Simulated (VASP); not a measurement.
# WSe2 (P-6m2) in VASP: notebook, part 2 of 2

VASP 6.6.1. The steps go on from the part before.

### Step 5. Single point, PBE+D3(BJ) (c/a of the conventional cell at fixed volume 2.3217)

INCAR

```
SYSTEM = WSe2
PREC = Accurate
ENCUT = 520
EDIFF = 1E-7
ISMEAR = 0
SIGMA = 0.05
LREAL = .False.
LASPH = .True.
NELM = 80
ALGO = Normal
ISIF = 2
LWAVE = .False.
LCHARG = .False.
GGA = PE
IVDW = 12
NBANDS = 20
```

KPOINTS

```
Automatic mesh
0
Gamma
  9 9 4
  0 0 0
```

POSCAR

```
WSe2
1.0
    3.1893814957      0.0000000000      0.0000000000
   -1.5946907479      2.7620853977      0.0000000000
    0.0000000000      0.0000000000      7.4047870187
W Se
1 2
Direct
    0.0000000000      0.0000000000      0.0000000000
    0.3333333333      0.6666666667      0.2762384783
    0.3333333333      0.6666666667      0.7237615217
```

Potentials or basis: VASP PAW PBE potentials, release 64 (W_sv, Se).

The run is started by

```bash
$ cat potpaw_PBE.64/W_sv/POTCAR potpaw_PBE.64/Se/POTCAR > POTCAR
$ mpirun -np 1 vasp_std > vasp.out
```

OUTCAR:

```text
SYSTEM = WSe2
   PREC = Accurate
   ENCUT = 520
   EDIFF = 1E-7
   ISMEAR = 0
   LREAL = .False.
   LASPH = .True.
   NELM = 80
   ISIF = 2
   GGA = PE
   IVDW = 12
 IVDW          = 12

 ion  position               nearest neighbor table
   1  0.000  0.000  0.000-   2 2.75   3 2.75   2 2.75   3 2.75   2 2.75   3 2.75
   2  0.333  0.667  0.276-   1 2.75   1 2.75   1 2.75
   3  0.333  0.667  0.724-   1 2.75   1 2.75   1 2.75

  LATTYP: Found a hexagonal cell.
 ALAT       =     3.1893814957
 C/A-ratio  =     2.3217000000
[... 746 lines left out ...]

 Edisp (eV)   -1.29316

 E8    (eV) :    -0.5761

  FORCE on cell =-STRESS in cart. coord.  units (eV):
  Direction    XX          YY          ZZ          XY          YZ          ZX
  --------------------------------------------------------------------------------------
  -------------------------------------------------------------------------------------
  Total      -1.85857    -1.85857   -14.09425     0.00000    -0.00000     0.00000
  in kB     -45.64919   -45.64919  -346.17547     0.00000    -0.00000     0.00000
  external pressure =     -145.82 kB  Pullay stress =        0.00 kB

 VOLUME and BASIS-vectors are now :
 -----------------------------------------------------------------------------
  energy-cutoff  :      520.00
  volume of cell :       65.23
      direct lattice vectors                 reciprocal lattice vectors
     3.189381496  0.000000000  0.000000000     0.313540416  0.181022643  0.000000000
    -1.594690748  2.762085398  0.000000000     0.000000000  0.362045287  0.000000000
     0.000000000  0.000000000  7.404787019     0.000000000  0.000000000  0.135047773

 POSITION                                       TOTAL-FORCE (eV/Angst)
 -----------------------------------------------------------------------------------
      0.00000      0.00000      0.00000         0.000000     -0.000000      0.000000
     -0.00000      1.84139      2.04549        -0.000000     -0.000000     -3.654598
     -0.00000      1.84139      5.35930        -0.000000      0.000000      3.654598
 -----------------------------------------------------------------------------------
    total drift:                                0.000000     -0.000000     -0.000000

  FREE ENERGIE OF THE ION-ELECTRON SYSTEM (eV)
  ---------------------------------------------------
  free  energy   TOTEN  =       -21.4012597614 eV

  energy  without entropy=      -21.4000326804  energy(sigma->0) =      -21.40064622
```

OSZICAR:

```text
N       E                     dE             d eps       ncg     rms          rms(c)
DAV:   1     0.190859795270E+03    0.19086E+03   -0.12697E+04  1440   0.126E+03
DAV:   2    -0.116202463255E+02   -0.20248E+03   -0.19643E+03  1752   0.325E+02
DAV:   3    -0.212333182984E+02   -0.96131E+01   -0.94411E+01  1768   0.646E+01
DAV:   4    -0.213593623622E+02   -0.12604E+00   -0.12591E+00  1672   0.790E+00
DAV:   5    -0.213606488692E+02   -0.12865E-02   -0.12864E-02  1712   0.890E-01    0.151E+01
DAV:   6    -0.208921950243E+02    0.46845E+00   -0.12798E+01  1620   0.171E+01    0.559E+00
DAV:   7    -0.202815832836E+02    0.61061E+00   -0.68455E+00  1536   0.106E+01    0.421E+00
DAV:   8    -0.201093752510E+02    0.17221E+00   -0.74648E-01  1612   0.460E+00    0.810E-01
DAV:   9    -0.201087811637E+02    0.59409E-03   -0.41297E-02  1640   0.112E+00    0.576E-01
DAV:  10    -0.201080286818E+02    0.75248E-03   -0.82165E-03  1620   0.637E-01    0.643E-02
DAV:  11    -0.201080657254E+02   -0.37044E-04   -0.62052E-04  1636   0.163E-01    0.574E-02
DAV:  12    -0.201080757828E+02   -0.10057E-04   -0.31760E-05  1604   0.318E-02    0.310E-02
DAV:  13    -0.201080942105E+02   -0.18428E-04   -0.26335E-05  1548   0.261E-02    0.416E-03
DAV:  14    -0.201080948481E+02   -0.63761E-06   -0.10810E-06  1848   0.571E-03    0.207E-03
DAV:  15    -0.201080947672E+02    0.80984E-07   -0.54103E-07  1564   0.427E-03
   1 F= -.21401260E+02 E0= -.21400646E+02  d E =-.122708E-02
```

stdout:

```text
POSCAR found type information on POSCAR W Se
 POSCAR found :  2 types and       3 ions
 scaLAPACK will be used
 LDA part: xc-table for (Slater+PW92), standard interpolation
 POSCAR, INCAR and KPOINTS ok, starting setup
 FFT: planning ... GRIDC
 FFT: planning ... GRID_SOFT
 FFT: planning ... GRID
 WAVECAR not read
 entering main loop
```

Run time: 30 s. Hardware: 1 thread of Intel Xeon Platinum 8375C at 2.90GHz (Ice Lake), shared host; peak memory 0.21 GiB.

Results:

| Property | Result |
| --- | --- |
| Free energy | -21.4013 eV |
| Pressure | -14.6 GPa |
| Largest force | 3.655 eV/Å |
| Dispersion energy per atom | -0.431 eV |

Forces on the atoms (eV/Å):
```
W    0.000  0.000  0.000
Se   0.000  0.000 -3.655
Se   0.000  0.000  3.655
```

Levels at points of the mesh, in eV from the Fermi level:
```
           k point  band 11  band 12  band 13  band 14  band 15  band 16
(0.00, 0.00, 0.00)    -1.17     0.00     0.00     2.33     2.33     2.81
(0.00, 0.00, 0.50)    -1.15    -0.05    -0.05     2.56     2.56     2.62
```

Caveat: spin-orbit coupling is left out, which moves the levels of the heavy elements; forces of over 1 eV/Å act on the atoms, so gaps and moduli don't describe the material at rest.

### Step 6. Summary

| cell | gap on the mesh (eV) | pressure (GPa) | largest force (eV/Å) |
| --- | --- | --- | --- |
| a = 3.279, b = 3.279, c = 7.006 Å, angles 90.0, 90.0, 120.0°, 3 atoms | 1.02 | -5.8 | 1.33 |
| a = 3.148, b = 3.148, c = 7.600 Å, angles 90.0, 90.0, 120.0°, 3 atoms | 0.95 | -1.1 | 1.32 |
| a = 3.189, b = 3.189, c = 7.405 Å, angles 90.0, 90.0, 120.0°, 3 atoms | - | -14.6 | 3.65 |

Some of these runs hold the atoms at other places in the same cell, which the table doesn't show; runs alike in all that it shows share one row.

Alike in all rows: task single point; level PBE+D3(BJ); potentials or basis VASP PAW PBE potentials, release 64 (W_sv, Se); no spin polarisation; k mesh 9 × 9 × 4; cutoff (eV) 520; smearing gaussian 0.05 eV.

Caveats: spin-orbit coupling is left out, which moves the levels of the heavy elements; forces of over 1 eV/Å act on the atoms, so gaps and moduli don't describe the material at rest.

Total energies depend on the potentials used, so only differences within one code and one set of settings carry meaning.
